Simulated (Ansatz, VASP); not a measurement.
TaN in VASP and in Ansatz

```
Ta N
1.0
     3.08773    0.00000    0.00000
    -1.54387    2.67405    0.00000
     0.00000    0.00000    6.15308
Ta N
2 2
Direct
  0.33333 0.66667 0.18982
  0.66667 0.33333 0.81018
  0.00000 0.00000 0.61575
  0.00000 0.00000 0.38425
```

Alike in both runs: task relaxation of cell and atoms; functional PBE; k mesh 18 × 18 × 8; occupations gaussian, width 0.1 eV; no spin polarisation.

```csv
,VASP,Ansatz
version,VASP 6.6.1,Ansatz 0.2.0
potentials or method,"VASP PAW PBE potentials, release 64 (Ta_pv, N), cutoff 600 eV","scalar-relativistic, plane waves, PAW"
valence electrons in the cell,32,36
```

Ansatz gave:

```
gap on the k mesh at the Fermi level, each at its own relaxed structure (eV) : none
relaxed volume (Å³/atom)                                                     : 12.70
relaxed cell length with the largest relative difference (Å)                 : 3.084
```

Q: Estimate VASP's values.

A: gap on the k mesh at the Fermi level, each at its own relaxed structure (eV): none; relaxed volume (Å³/atom): 12.71; relaxed cell length with the largest relative difference (Å): 3.085.

A gap of «none» marks a metal or a gap that the smearing closes. VASP's potentials hold 32 valence electrons a cell and Ansatz's 36, so a difference there can come from the potentials and not from the codes.

Neither program's run includes spin-orbit coupling.
